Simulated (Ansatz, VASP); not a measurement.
**Si in VASP and in Ansatz**

File INCAR:

```
PREC = Accurate
ENCUT = 520
EDIFF = 1E-6
ISMEAR = -1
SIGMA = 0.05
LREAL = False
LASPH = True
NELM = 100
ALGO = Normal
ISIF = 2
LWAVE = False
LCHARG = False
NBANDS = 11
```

The input KPOINTS:

```
Automatic mesh
0
Gamma
  16 16 16
```

Contents of POSCAR:

```
Si
1.0
   -2.2050483307      2.3201496985      1.2489722886
    2.2050483307     -2.3201496985      1.2489722886
    2.2050483307      2.3201496985     -1.2489722886
Si
2
Direct
    0.8070000000      0.5570000000      0.2500000000
    0.1930000000      0.4430000000      0.7500000000
```

Input for Ansatz:

```yaml
crystal:
  lattice:
    - [-2.2050483307, 2.3201496985, 1.2489722886]
    - [2.2050483307, -2.3201496985, 1.2489722886]
    - [2.2050483307, 2.3201496985, -1.2489722886]
  atoms:
    - { symbol: Si, position: [0.807, 0.557, 0.25] }
    - { symbol: Si, position: [0.193, 0.443, 0.75] }
kpoints:
  mp_grid: { grid: [16, 16, 16] }
  band_path:
    path:
      - [0.0, 0.0, 0.0]
      - [0.5, -0.5, 0.5]
      - [0.4758105458, -0.4758105458, 0.5241894542]
      - [-0.4758105458, 0.4758105458, 0.4758105458]
      - [0.0, 0.0, 0.0]
      - [0.3224458646, 0.3224458646, -0.3224458646]
      - [0.6775541354, -0.3224458646, 0.3224458646]
      - [0.5, -0.5, 0.5]
      - [0.0, 0.0, 0.0]
    npoints: 5
scf:
  occupations: { method: fermi_dirac, width: 0.05 }
hamiltonian:
  xc: lda
  pseudopotentials: { kind: all_electron, lapw: { basis_error: 0.0005 } }
output:
  forces: true
  stress: true
  eigenvalues: true
```

Change from the starting cell: volume scaled by 0.94.

Alike in both runs: task single point; functional LDA; k mesh 16 × 16 × 16; occupations fermi-dirac, width 0.05 eV; no spin polarisation.

```csv
,VASP,Ansatz
version,VASP 6.6.1,Ansatz 0.2.0
potentials or method,"VASP PAW LDA potentials, release 64 (Si), cutoff 520 eV","all-electron LAPW, scalar-relativistic"
```

```tsv
	VASP	Ansatz	Ansatz less VASP
pressure (GPa)	22.4	22.2	-0.24
traceless stress, the component that is largest in VASP (GPa)	2.73	2.66	-0.069
rms of the force components (eV/Å)	0.026	0.026	-0.0002
```

LDA's correlation is that of Perdew and Zunger in VASP and of Perdew and Wang (1992) in Ansatz. Atom by atom the forces differ by 0.000 eV/Å (rms over components). Ansatz ran all-electron here, and VASP with PAW potentials.
